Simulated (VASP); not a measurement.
## CsI: single point with LDA

Crystal: CsI.

```
Cs I
1.0
     4.50498    0.00000    0.00000
     0.00000    4.50498    0.00000
     0.00000    0.00000    4.50498
Cs I
1 1
Direct
  0.00000 0.00000 0.00000
  0.50000 0.50000 0.50000
```

This cell differs from its parent crystal: volume scaled by 0.96.

```json
{
  "Program": "VASP 6.6.1",
  "Task": "single point",
  "Functional": "LDA",
  "Potentials or basis": "VASP PAW LDA potentials, release 64 (Cs_sv, I)",
  "Cutoff": "500 eV",
  "k mesh": "7 × 7 × 7",
  "Occupations": "fermi-dirac, width 0.01 eV",
  "Spin": "no spin polarisation",
  "Dipole correction": "no",
  "Further INCAR settings": "ALGO = Normal; EDIFF = 1e-06; NBANDS = 15"
}
```

| Item | Value |
| --- | --- |
| Pressure | -0.9 GPa |
| Band gap on the k mesh | 3.71 eV, indirect (least direct gap 3.76 eV) |

Levels at points of the mesh, in eV from the valence-band top:
| k point | band 6 | band 7 | band 8 | band 9 | band 10 | band 11 |
| --- | --- | --- | --- | --- | --- | --- |
| (0.00, 0.00, 0.00) | -0.05 | -0.05 | -0.05 | 3.71 | 3.93 | 3.93 |

Wall time 22 s on 1 thread of Intel Xeon 6975P-C, with other jobs on the host, peak memory 0.18 GiB.

Caveat: spin-orbit coupling is left out, which moves the levels of the heavy elements. A k mesh can miss the band edges.
